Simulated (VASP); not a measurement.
Wanted: the native input for a VASP 6.6.1 run.

- Task: single point
- Functional: PBE
- Potentials or basis: VASP PAW PBE potentials, release 64 (Si, B)
- Cutoff: 520 eV
- k mesh: 4 × 4 × 4
- Occupations: gaussian, width 0.2 eV
- Spin: no spin polarisation
- Dipole correction: no
- Further INCAR settings: ALGO = Normal; EDIFF = 1e-06; NBANDS = 31

The structure of SiB5 lies in POSCAR:

```
SiB5
1.0
    4.3157106690     -2.9902985416     -0.0654821392
    4.3157106690      2.9902985416     -0.0654821392
   -2.9402860535      0.0000000000      4.2326220906
Si B
2 10
Direct
    0.7136014356      0.7136014356      0.8970304666
    0.2863985644      0.2863985644      0.1029695334
    0.0011363237      0.0011363237      0.6646991170
    0.9988636763      0.9988636763      0.3353008830
    1.0140204856      0.3373858318      0.3425933771
   -0.0140204856      0.6626141682      0.6574066229
    0.6626141682     -0.0140204856      0.6574066229
    0.3373858318      1.0140204856      0.3425933771
    0.8282219202      0.3005317015      0.9235207398
    0.3005317015      0.8282219202      0.9235207398
    0.6994682985      0.1717780798      0.0764792602
    0.1717780798      0.6994682985      0.0764792602
```

The input as run:

INCAR

```
PREC     = Accurate       # precision mode
ENCUT    = 520            # plane-wave cutoff, eV
EDIFF    = 1E-6           # SCF threshold, eV
ISMEAR   = 0              # smearing method
SIGMA    = 0.2            # smearing width, eV
LREAL    = F              # projectors in reciprocal space
LASPH    = T              # aspherical terms in the spheres
NELM     = 100            # most SCF steps
ALGO     = Normal         # electronic algorithm
ISIF     = 2              # what is computed and relaxed
LWAVE    = F              # write WAVECAR
LCHARG   = F              # write CHGCAR
GGA      = PE             # functional
NBANDS   = 31             # bands
```

KPOINTS

```
regular mesh
0
Gamma
  4 4 4
```

Potentials or basis: VASP PAW PBE potentials, release 64 (Si, B).

The run is started by

```sh
$ cat potpaw_PBE.64/Si/POTCAR potpaw_PBE.64/B/POTCAR > POTCAR
$ mpirun -np 1 vasp_std > vasp.out
```

Results of the run:

```json
{
 "Pressure": "0.2 GPa",
 "Largest force": "0.109 eV/Å",
 "Band gap on the k mesh": "zero (band 19 reaches 6.64 eV, above the bottom of band 20 at 6.03 eV)"
}
```

Caveat: the k points lie up to 0.38 Å⁻¹ apart.

Wall time 73 s on 1 thread of Oxide Virtual Turin-like Processor, with other jobs on the host, peak memory 0.22 GiB.
